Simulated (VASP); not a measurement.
A run of VASP 6.6.1 is set up as follows.

Contents of POSCAR:

```
AlNi
1.0
    2.0223668455     -2.0221508888      0.0000000000
    2.0223668455      2.0221508888      0.0000000000
    0.0000000000      0.0000000000      2.8701018246
Al Ni
1 1
Direct
    0.0000000000      0.0000000000      0.0000000000
    0.5000000000      0.5000000000      0.5000000000
```

File INCAR.step1:

```
PREC = Accurate
ENCUT = 520
ISMEAR = 0
SIGMA = 0.1
LREAL = F
LASPH = T
NELM = 60
NBANDS = 14
GGA = PE
ALGO = Normal
EDIFF = 1E-4
LWAVE = T
LCHARG = F
```

The input INCAR.step2:

```
PREC = Accurate
ENCUT = 520
EDIFF = 1E-6
ISMEAR = 0
SIGMA = 0.1
LREAL = F
LASPH = T
NELM = 60
ALGO = Normal
ISIF = 2
LWAVE = F
LCHARG = F
METAGGA = R2SCAN
LMIXTAU = T
NBANDS = 14
ISTART = 1
```

File KPOINTS:

```
Automatic mesh
0
Gamma
  16 16 14
```

Potentials or basis: VASP PAW PBE potentials, release 64 (Al, Ni).

Command:

```sh
$ cat potpaw_PBE.64/Al/POTCAR potpaw_PBE.64/Ni/POTCAR > POTCAR
$ cp INCAR.step1 INCAR
$ mpirun -np 1 vasp_std > vasp.out
$ cp INCAR.step2 INCAR
$ mpirun -np 1 vasp_std > vasp.out
```

Question: Predict the pressure.

Answer: -0.2 GPa.

Question: Estimate the band gap on the k mesh.

Answer: Zero (an odd number of electrons rules out a gap without spin polarisation).

Caveat: the PAW data sets were made with another functional, which shifts forces and pressure a little. Spin polarisation is off, so any magnetic state and its effect on volume and gap are missing.
